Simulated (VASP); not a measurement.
# Li (I4_1/amd) in VASP: relaxation of cell and atoms with PBEsol

Aim: the relaxation of cell and atoms of Li with PBEsol.

All numbers are computed with VASP 6.6.1; they aren't measurements. Logs are shortened: lines on timing, memory, paths and dates and some standing lists are left out, and cuts for length are marked.

## 1. The cell of the first run

It takes space group I4_1/amd (No. 141, tetragonal). Conventional cell: a = 4.233 Å, b = 4.233 Å, c = 2.328 Å, α = 90.00°, β = 90.00°, γ = 90.00°. Within 2.9 Å of Li (site symmetry -4m2) lie 10 Li at 2.20 to 2.74 Å.

## 2. Relaxation of cell and atoms, PBEsol, target pressure 28 GPa, at which the enthalpy is minimised

INCAR reads:

```
SYSTEM = Li
PREC = Accurate ; ENCUT = 600
EDIFF = 1E-6 ; ISMEAR = -1
SIGMA = 0.08 ; LREAL = .FALSE.
LASPH = .TRUE. ; NELM = 100
ALGO = Normal ; ISIF = 3
LWAVE = .FALSE. ; LCHARG = .FALSE.
GGA = PS ; IBRION = 2
NSW = 60 ; EDIFFG = -0.005
PSTRESS = 280.0
```

KPOINTS reads:

```
Automatic mesh
0
G
  18 18 18
  0 0 0
```

POSCAR reads:

```
Li
1.0
   -2.1164870026      2.1164870026      1.1640678514
    2.1164870026     -2.1164870026      1.1640678514
    2.1164870026      2.1164870026     -1.1640678514
Li
2
Direct
   -0.3750000000     -0.1250000000     -0.2500000000
    0.3750000000      0.1250000000      0.2500000000
```

Potentials or basis: VASP PAW PBE potentials, release 64 (Li_sv).

Started as:

```sh
$ cat potpaw_PBE.64/Li_sv/POTCAR > POTCAR
$ mpirun -np 1 vasp_std > vasp.out
```

OUTCAR:

```text
SYSTEM = Li
   PREC = Accurate
   ENCUT = 600
   EDIFF = 1E-6
   ISMEAR = -1
   LREAL = .FALSE.
   LASPH = .TRUE.
   NELM = 100
   ISIF = 3
   GGA = PS
   IBRION = 2
   NSW = 60
   EDIFFG = -0.005
   PSTRESS = 280.0

 ion  position               nearest neighbor table
   1  0.625  0.875  0.750-   2 2.20   2 2.20   2 2.20   2 2.20
   2  0.375  0.125  0.250-   1 2.20   1 2.20   1 2.20   1 2.20

  LATTYP: Found a body centered tetragonal cell.
 ALAT       =     4.2329740052
 C/A-ratio  =     0.5500000000

  Lattice vectors:

 A1 = (  -2.1164870026,   2.1164870026,   1.1640678514)
 A2 = (   2.1164870026,  -2.1164870026,   1.1640678514)
 A3 = (   2.1164870026,   2.1164870026,  -1.1640678514)

Analysis of symmetry for initial positions (statically):
=====================================================================
 Subroutine PRICEL returns:
 Original cell was already a primitive cell.

 Routine SETGRP: Setting up the symmetry group for a
 body centered tetragonal supercell.

 Subroutine GETGRP returns: Found 16 space group operations
 (whereof  4 operations were pure point group operations)
 out of a pool of 16 trial point group operations.

The static configuration has the point symmetry C_2h.
 The point group associated with its full space group is D_4h.

Analysis of symmetry for dynamics (positions and initial velocities):
=====================================================================
 Subroutine PRICEL returns:
 Original cell was already a primitive cell.

 Routine SETGRP: Setting up the symmetry group for a
 body centered tetragonal supercell.

 Subroutine GETGRP returns: Found 16 space group operations
 (whereof  4 operations were pure point group operations)
 out of a pool of 16 trial point group operations.

The dynamic configuration has the point symmetry C_2h.
 The point group associated with its full space group is D_4h.

 Subroutine INISYM returns: Found 16 space group operations
 (whereof  4 operations are pure point group operations),
 and found     1 'primitive' translations

----------------------------------------------------------------------------------------

                                     Primitive cell

  volume of cell :      20.8578

  direct lattice vectors                    reciprocal lattice vectors
    -2.116487003  2.116487003  1.164067851     0.000000000  0.236240525  0.429528227
[... 97 lines left out ...]
   NELECT =       6.0000    total number of electrons
   NUPDOWN=      -1.0000    fix difference up-down
   EMIN   =  10.00;   EMAX   =-10.00  energy-range for DOS
   EFERMI =   0.00;   METHOD = LEGACY
   ISMEAR =    -1;   SIGMA  =   0.08  broadening in eV -4-tet -1-fermi 0-gaus
   EFERMI_NEDOS =   21; number of points for ismear=-14 and -15
   IALGO  =     38    algorithm
   IMIX   =      4    mixing-type and parameters
     AMIX     =   0.40;   BMIX     =  1.00
     AMIX_MAG =   1.60;   BMIX_MAG =  1.00
  volume/ion in A,a.u.               =      10.43        70.38
  Fermi-wavevector in a.u.,A,eV,Ry     =   1.080692  2.042212 15.890189  1.167896
  Thomas-Fermi vector in A             =   2.216690
   LORBIT       =      0    0 simple, 1 ext, 2 COOP (PROOUT), +10 PAW based schemes
   GGA     = PS    functional components
   LHFCALC =     F    Hartree Fock is set to
   AEXX    =    0.0000 exact exchange contribution
   IVDW    =     0    specifies the selected vdW correction
   LEPSILON=     F    determine dielectric tensor
   LRPA    =     F    only Hartree local field effects (RPA)
 conjugate gradient relaxation of ions
 non-spin polarized calculation
  energy-cutoff  :      600.00
  volume of cell :       20.86
 maximum number of plane-waves:       721
 NGX is ok and might be reduce to    28
   NGX = 13   NGY = 13   NGZ = 13

--------------------------------------- Ionic step        1  -------------------------------------------

 number of electron       6.0000006 magnetization

 Free energy of the ion-electron system (eV)
  ---------------------------------------------------
  ext. energy  EPLUGINS =         0.00000000
  ---------------------------------------------------
  free energy    TOTEN  =        -2.83294141 eV

  energy without entropy =       -2.81527360  energy(sigma->0) =       -2.82410750

------------------------ aborting loop because EDIFF is reached ----------------------------------------

  FORCE on cell =-STRESS in cart. coord.  units (eV):
  Direction    XX          YY          ZZ          XY          YZ          ZX
  --------------------------------------------------------------------------------------
  -------------------------------------------------------------------------------------
  Total        3.2169021      3.2169021      3.3549633      0.0000000     -0.0000000     -0.0000000
  in kB      247.1035156    247.1035156    257.7085689      0.0000000     -0.0000000     -0.0000000
  external PRESSURE =     -29.3614667 kB  Pullay stress =     280.0000000 kB
[... 215 lines left out ...]
--------------------------------------- Ionic step        7  -------------------------------------------

 number of electron       6.0000001 magnetization

 Free energy of the ion-electron system (eV)
  ---------------------------------------------------
  ext. energy  EPLUGINS =         0.00000000
  ---------------------------------------------------
  free energy    TOTEN  =        -2.70464872 eV

  energy without entropy =       -2.68817828  energy(sigma->0) =       -2.69641350

 E-fermi :   3.1518     XC(G=0):  -8.9833

 val. band max:        3.1363600070   @ k =   0.3889   0.2222   0.0556
 cond. band min:       3.1556064513   @ k =  -0.2778  -0.3889   0.0556
 fundamental gap:      0.0192464443
 Fermi energy:         3.1518228440

 k-point     1 :       0.0000    0.0000    0.0000
  band No.  band energies     occupation
      1     -42.1780      2.00000
      2     -41.7307      2.00000
      3      -0.7754      2.00000
      4       9.2631      0.00000
      5       9.2631      0.00000
      6      12.5874      0.00000
      7      19.2845      0.00000
[... 221 lines left out ...]
 k-point    24 :      -0.2222    0.0556    0.0000
  band No.  band energies     occupation
      1     -42.1087      2.00000
      2     -41.7427      2.00000
      3      -0.1674      2.00000
      4       7.7156      0.00000
      5       9.9246      0.00000
      6      15.6859      0.00000
      7      16.5441      0.00000

 [... further k-points ...]

------------------------ aborting loop because EDIFF is reached ----------------------------------------

  FORCE on cell =-STRESS in cart. coord.  units (eV):
  Direction    XX          YY          ZZ          XY          YZ          ZX
  --------------------------------------------------------------------------------------
  -------------------------------------------------------------------------------------
  Total        3.5149658      3.5149658      3.5151911      0.0000000      0.0000000     -0.0000000
  in kB      280.5110481    280.5110481    280.5290313      0.0000000      0.0000000     -0.0000000
  external PRESSURE =       0.5170425 kB  Pullay stress =     280.0000000 kB
[... 21 lines left out ...]
  energy  without entropy=       -2.6881782795  energy(sigma->0) =       -2.69641350

  enthalpy is  TOTEN    =         0.8039133391 eV   P V=        3.5085620544

 reached required accuracy - stopping structural energy minimisation
```

CONTCAR:

```text
Li
   1.00000000000000
    -2.0730810814098870    2.0730810814098866    1.1678555934301642
     2.0730810814098870   -2.0730810814098866    1.1678555934301642
     2.0730810814098870    2.0730810814098866   -1.1678555934301642
  Li
     2
Direct
     0.6250000000000000    0.8750000000000000    0.7500000000000000
     0.3750000000000000    0.1250000000000000    0.2500000000000000

  0.00000000E+00  0.00000000E+00  0.00000000E+00
  0.00000000E+00  0.00000000E+00  0.00000000E+00
```

It took 2.6 min on 1 thread of Intel Xeon Platinum 8488C (Sapphire Rapids), shared host; peak memory 0.2 GiB.

What came out:

| Item | Value |
| --- | --- |
| Free energy | -2.7046 eV |
| Relaxed volume | 10.04 Å³/atom |
| Relaxed cell | a = 3.156 Å, b = 3.156 Å, c = 3.156 Å, α = 97.87°, β = 97.87°, γ = 136.56° |
| Space group after relaxing (to 0.1 Å) | I4_1/amd (No. 141) |
| Energy change on relaxing (the run minimises the enthalpy) | +64.1 meV/atom |
| Ionic steps | 7 |
| Pressure after relaxing | 28.1 GPa |
| Band gap on the k mesh | zero (bands 3 and 4 overlap by 3.45 eV) |

The path:
```csv
step,energy change (eV),largest force (eV/Å),pressure (GPa),volume (Å³)
1,0.0000,0.0000,25.06,20.86
2,0.0930,0.0000,27.29,20.29
3,0.1252,0.0000,28.05,20.10
4,0.1278,0.0000,28.17,20.08
5,0.1277,0.0000,28.10,20.08
6,0.1280,0.0000,28.06,20.08
7,0.1283,0.0000,28.05,20.08
```

Final structure:
```
Li
1.0
    -2.07308    2.07308    1.16786
     2.07308   -2.07308    1.16786
     2.07308    2.07308   -1.16786
Li
2
Direct
  0.62500 0.87500 0.75000
  0.37500 0.12500 0.25000
```

Levels at points of the mesh, in eV from the Fermi level:
```tsv
k point	band 1	band 2	band 3	band 4	band 5	band 6	band 7
(0.00, 0.00, 0.00)	-45.33	-44.88	-3.93	6.11	6.11	9.44	16.13
(0.50, 0.00, 0.00)	-45.08	-44.91	-0.20	3.69	6.79	8.29	9.14
(0.50, 0.50, 0.00)	-45.10	-45.10	-1.49	-1.49	10.34	10.34	16.05
(0.50, 0.50, 0.50)	-45.09	-45.09	-1.03	-1.03	5.87	5.87	17.43
```

Caveat: the cutoff is under 1.25 times the usual one of these potentials, so pressure, stress and relaxed cells hold a basis-set (Pulay) error; the cell is relaxed towards a set pressure, so the run minimises the enthalpy, not the energy; the PAW data sets were made with another functional, which shifts forces and pressure a little.
